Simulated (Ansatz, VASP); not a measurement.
## EuO in VASP and in Ansatz

```
CELL_PARAMETERS angstrom
0.00000 2.58817 2.58817
2.58817 0.00000 2.58817
2.58817 2.58817 0.00000
ATOMIC_POSITIONS crystal
Eu 0.00000 0.00000 0.00000
O 0.50000 0.50000 0.50000
```

Alike in both runs: task single point; functional PBE; k mesh 14 × 14 × 14; occupations gaussian, width 0.1 eV; non-collinear spin, spin-orbit coupling; Hubbard terms Eu f U = 6.0 eV.

|  | VASP | Ansatz |
| --- | --- | --- |
| version | VASP 6.6.1 | Ansatz 0.2.0 |
| potentials or method | VASP PAW PBE potentials, release 64 (Eu, O), cutoff 600 eV | plane waves, PAW |
| valence electrons in the cell | 23 | 23 |

```tsv
	VASP	Ansatz	Ansatz less VASP
pressure (GPa)	-0.5	-0.2	+0.35
net moment per atom (μB)	3.48	3.48	-0.002
```

The programs project onto different local orbitals, so the same U acts differently, and such runs can settle in different states. Ansatz's warnings: stress scf threshold loose.
